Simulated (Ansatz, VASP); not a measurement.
One calculation of Sn4Se3, two programs

```
Sn Se
1.0
     5.98158    0.00000    0.00000
     0.00000    5.98158    0.00000
     0.00000    0.00000    5.98158
Sn Se
4 3
Cartesian
  0.0000 2.9908 2.9908
  2.9908 0.0000 2.9908
  2.9908 2.9908 0.0000
  0.0000 0.0000 0.0000
  2.9908 0.0000 0.0000
  0.0000 2.9908 0.0000
  0.0000 0.0000 2.9908
```

Alike in both runs: functional PBE; k mesh 3 × 3 × 3; occupations gaussian, width 0.2 eV; no spin polarisation.

Ansatz relaxed the structure, and its values are those at the end. VASP's run is a single point on that final structure, the one shown.

|  | VASP | Ansatz |
| --- | --- | --- |
| version | VASP 6.6.1 | Ansatz 0.2.0 |
| potentials or method | VASP PAW PBE potentials, release 64 (Sn_d, Se), cutoff 500 eV | scalar-relativistic, plane waves, PAW |
| valence electrons in the cell | 74 | 104 |

```tsv
	VASP	Ansatz	Ansatz less VASP
gap on the k mesh at the Fermi level (eV)	none	none	-
pressure (GPa)	-0.7	-0.7	+0.02
```

A gap of «none» marks a metal or a gap that the smearing closes. The functional is the same, so the differences come from potentials, cutoffs and numerics. VASP's potentials hold 74 valence electrons a cell and Ansatz's 104, so a difference there can come from the potentials and not from the codes.
